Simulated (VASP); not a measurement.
# LiMgBN2 (I-4m2) in VASP: further runs, part 3 of 3

VASP 6.6.1. Earlier steps stand in the parts before.

### 6 Single point, LDA

This run uses another cell than the first one, of the same volume but with other edges.

INCAR reads:

```
SYSTEM = LiMgBN2
  PREC = Accurate
  ENCUT = 520
  EDIFF = 1E-6
  ISMEAR = 0
  SIGMA = 0.05
  LREAL = .False.
  LASPH = .True.
  NELM = 100
  ALGO = Normal
  ISIF = 2
  LWAVE = .False.
  LCHARG = .False.
  GGA = CA
  NBANDS = 17
```

KPOINTS reads:

```
Automatic mesh
0
Gamma
  12 12 12
  0 0 0
```

POSCAR reads:

```
LiMgBN2
1.0
   -1.9358189223      1.9358189223      4.3242237401
    1.9358189223     -1.9358189223      4.3242237401
    1.9358189223      1.9358189223     -4.3242237401
Li Mg B N
1 1 1 2
Direct
    0.2500000000      0.7500000000      0.5000000000
    0.7500000000      0.2500000000      0.5000000000
    0.5000000000      0.5000000000      0.0000000000
    0.6512635000      0.6512635000      0.0000000000
    0.3487365000      0.3487365000      0.0000000000
```

Potentials or basis: VASP PAW LDA potentials, release 64 (Li_sv, Mg, B, N).

Started as:

```console
$ cat potpaw_LDA.64/Li_sv/POTCAR potpaw_LDA.64/Mg/POTCAR potpaw_LDA.64/B/POTCAR potpaw_LDA.64/N/POTCAR > POTCAR
$ mpirun -np 1 vasp_std > vasp.out
```

OUTCAR:

```text
SYSTEM = LiMgBN2
   PREC = Accurate
   ENCUT = 520
   EDIFF = 1E-6
   ISMEAR = 0
   LREAL = .False.
   LASPH = .True.
   NELM = 100
   ISIF = 2
   GGA = CA

 ion  position               nearest neighbor table
   1  0.250  0.750  0.500-   5 2.12   4 2.12   5 2.12   4 2.12   2 2.74   2 2.74   2 2.74   2 2.74

   2  0.750  0.250  0.500-   5 2.12   4 2.12   5 2.12   4 2.12   1 2.74   1 2.74   1 2.74   1 2.74
                             3 2.90   3 2.90   3 2.90   3 2.90
   3  0.500  0.500  0.000-   4 1.31   5 1.31   2 2.90   2 2.90   2 2.90   2 2.90
   4  0.651  0.651  0.000-   3 1.31   2 2.12   1 2.12   1 2.12   2 2.12
   5  0.349  0.349  0.000-   3 1.31   2 2.12   1 2.12   1 2.12   2 2.12

  LATTYP: Found a body centered tetragonal cell.
 ALAT       =     3.8716378446
 C/A-ratio  =     2.2337955737

  Lattice vectors:

 A1 = (  -1.9358189223,   1.9358189223,   4.3242237401)
 A2 = (   1.9358189223,  -1.9358189223,   4.3242237401)
 A3 = (   1.9358189223,   1.9358189223,  -4.3242237401)

Analysis of symmetry for initial positions (statically):
=====================================================================
 Subroutine PRICEL returns:
 Original cell was already a primitive cell.

 Routine SETGRP: Setting up the symmetry group for a
 body centered tetragonal supercell.

 Subroutine GETGRP returns: Found  8 space group operations
 (whereof  8 operations were pure point group operations)
 out of a pool of 16 trial point group operations.

The static configuration has the point symmetry D_2d.

Analysis of symmetry for dynamics (positions and initial velocities):
=====================================================================
 Subroutine PRICEL returns:
 Original cell was already a primitive cell.

 Routine SETGRP: Setting up the symmetry group for a
 body centered tetragonal supercell.

 Subroutine GETGRP returns: Found  8 space group operations
 (whereof  8 operations were pure point group operations)
[... 131 lines left out ...]
  Thomas-Fermi vector in A             =   2.203707
   LORBIT       =      0    0 simple, 1 ext, 2 COOP (PROOUT), +10 PAW based schemes
   GGA     = CA    functional components
   LHFCALC =     F    Hartree Fock is set to
   AEXX    =    0.0000 exact exchange contribution
   IVDW    =     0    specifies the selected vdW correction
   LEPSILON=     F    determine dielectric tensor
   LRPA    =     F    only Hartree local field effects (RPA)
 non-spin polarized calculation
 Gauss-broadening in eV      SIGMA  =   0.05
  energy-cutoff  :      520.00
  volume of cell :       64.82
 maximum number of plane-waves:      1772
 NGX is ok and might be reduce to    40

 number of electron      18.0000002 magnetization

 Free energy of the ion-electron system (eV)
  ---------------------------------------------------
  ext. energy  EPLUGINS =         0.00000000
  ---------------------------------------------------
  free energy    TOTEN  =       -34.44615891 eV

  energy without entropy =      -34.44615891  energy(sigma->0) =      -34.44615891

 E-fermi :   1.0456     XC(G=0):  -8.9665

 val. band max:        0.7166433806   @ k =   0.5000   0.5000   0.5000
 cond. band min:       3.0651819691   @ k =   0.0000   0.0000   0.0000
 fundamental gap:      2.3485385884
 Fermi energy:         1.0456345285

 k-point     1 :       0.0000    0.0000    0.0000
  band No.  band energies     occupation
      1     -41.8278      2.00000
      2     -13.5334      2.00000
      3     -12.5211      2.00000
      4      -3.8469      2.00000
      5      -1.7287      2.00000
      6      -1.6087      2.00000
[... 457 lines left out ...]
      4      -3.8126      2.00000
      5      -2.9980      2.00000
      6      -2.1940      2.00000
[... 9 lines left out ...]
     16      10.7090      0.00000
     17      12.4263      0.00000

 [... further k-points ...]

------------------------ aborting loop because EDIFF is reached ----------------------------------------

  FORCE on cell =-STRESS in cart. coord.  units (eV):
  Direction    XX          YY          ZZ          XY          YZ          ZX
  --------------------------------------------------------------------------------------
  -------------------------------------------------------------------------------------
  Total       -2.7905523     -2.7905523      3.4939209      0.0000000     -0.0000000      0.0000000
  in kB      -68.9768146    -68.9768146     86.3626653      0.0000000     -0.0000000      0.0000000
  external PRESSURE =     -17.1969879 kB  Pullay stress =       0.0000000 kB

 VOLUME and BASIS-vectors are now :
 -----------------------------------------------------------------------------
  energy-cutoff  :      520.00
  volume of cell :       64.82
      direct lattice vectors                 reciprocal lattice vectors
    -1.935818922  1.935818922  4.324223740     0.000000000  0.258288621  0.115627690
     1.935818922 -1.935818922  4.324223740     0.258288621  0.000000000  0.115627690
     1.935818922  1.935818922 -4.324223740     0.258288621  0.258288621  0.000000000

 POSITION                                       TOTAL-FORCE (eV/Angst)
 -----------------------------------------------------------------------------------
      1.93582      0.00000      2.16211        -0.000000      0.000000     -0.000000
      0.00000      1.93582      2.16211        -0.000000      0.000000      0.000000
      0.00000      0.00000      4.32422        -0.000000      0.000000      0.000000
      0.00000      0.00000      5.63242         0.000000     -0.000000      1.986919
      0.00000      0.00000      3.01603         0.000000     -0.000000     -1.986919
 -----------------------------------------------------------------------------------
    total drift:                               -0.000000      0.000000     -0.000000

  FREE ENERGIE OF THE ION-ELECTRON SYSTEM (eV)
  ---------------------------------------------------
  free  energy   TOTEN  =       -34.4461589145 eV

  energy  without entropy=      -34.4461589145  energy(sigma->0) =      -34.44615891
```

OSZICAR:

```text
N       E                     dE             d eps       ncg     rms          rms(c)
DAV:   1     0.786372425955E+02    0.78637E+02   -0.81502E+03  5550   0.981E+02
DAV:   2    -0.320396764798E+02   -0.11068E+03   -0.10417E+03  7098   0.219E+02
DAV:   3    -0.413860961885E+02   -0.93464E+01   -0.93055E+01  9714   0.589E+01
DAV:   4    -0.415084274148E+02   -0.12233E+00   -0.12205E+00  7605   0.660E+00
DAV:   5    -0.415123739622E+02   -0.39465E-02   -0.39456E-02  8264   0.936E-01    0.132E+01
DAV:   6    -0.349447224099E+02    0.65677E+01   -0.16457E+01  6499   0.244E+01    0.486E+00
DAV:   7    -0.346155866745E+02    0.32914E+00   -0.85485E-01  7866   0.553E+00    0.316E+00
DAV:   8    -0.344559462262E+02    0.15964E+00   -0.40137E-01  6272   0.411E+00    0.582E-01
DAV:   9    -0.344467374160E+02    0.92088E-02   -0.49053E-02  7818   0.155E+00    0.366E-01
DAV:  10    -0.344458946409E+02    0.84278E-03   -0.82381E-03  7222   0.626E-01    0.143E-01
DAV:  11    -0.344461307505E+02   -0.23611E-03   -0.55230E-04  6650   0.145E-01    0.872E-02
DAV:  12    -0.344461560481E+02   -0.25298E-04   -0.25619E-04  6227   0.104E-01    0.183E-02
DAV:  13    -0.344461588396E+02   -0.27915E-05   -0.18961E-05  7199   0.285E-02    0.647E-03
DAV:  14    -0.344461589145E+02   -0.74885E-07   -0.29460E-06  7031   0.111E-02
   1 F= -.34446159E+02 E0= -.34446159E+02  d E =-.515437E-23
```

It took 5.4 min on 1 thread of Oxide Virtual Turin-like, shared host; peak memory 0.3 GiB.

What came out:

```
Free energy            : -34.4462 eV
Largest force          : 1.987 eV/Å
Band gap on the k mesh : 2.35 eV (least direct gap 3.15 eV)
```

Forces in eV/Å, atoms in the order of the input:
```
Li   0.000  0.000  0.000
Mg   0.000  0.000  0.000
B    0.000  0.000  0.000
N    0.000  0.000  1.987
N    0.000  0.000 -1.987
```

Caveat: the cutoff is under 1.25 times the usual one of these potentials, so pressure, stress and relaxed cells hold a basis-set (Pulay) error; forces of over 1 eV/Å act on the atoms, so gaps and moduli don't describe the material at rest. A k mesh can miss the band edges.

### 7 The runs side by side

| cell | gap on the mesh (eV) | largest force (eV/Å) |
| --- | --- | --- |
| a = 4.902 Å, angles 131.4, 131.4, 71.1°, 5 atoms | 2.15 | 10.74 |
| a = 5.625 Å, angles 142.7, 142.7, 53.7°, 5 atoms | 2.43 | 5.58 |
| a = 5.038 Å, angles 134.1, 134.1, 66.9°, 5 atoms | 2.28 | 4.59 |
| a = 5.410 Å, angles 140.0, 140.0, 57.8°, 5 atoms | 2.48 | 3.68 |
| a = 5.118 Å, angles 135.6, 135.6, 64.7°, 5 atoms | 2.35 | 1.99 |

Alike in all rows: task single point; level LDA; potentials or basis VASP PAW LDA potentials, release 64 (Li_sv, Mg, B, N); no spin polarisation; k mesh 12 × 12 × 12; cutoff (eV) 520; smearing gaussian 0.05 eV.

Caveats: the cutoff is under 1.25 times the usual one of these potentials, so pressure, stress and relaxed cells hold a basis-set (Pulay) error; forces of over 1 eV/Å act on the atoms, so gaps and moduli don't describe the material at rest.

Total energies depend on the potentials used, so only differences within one code and one set of settings carry meaning.
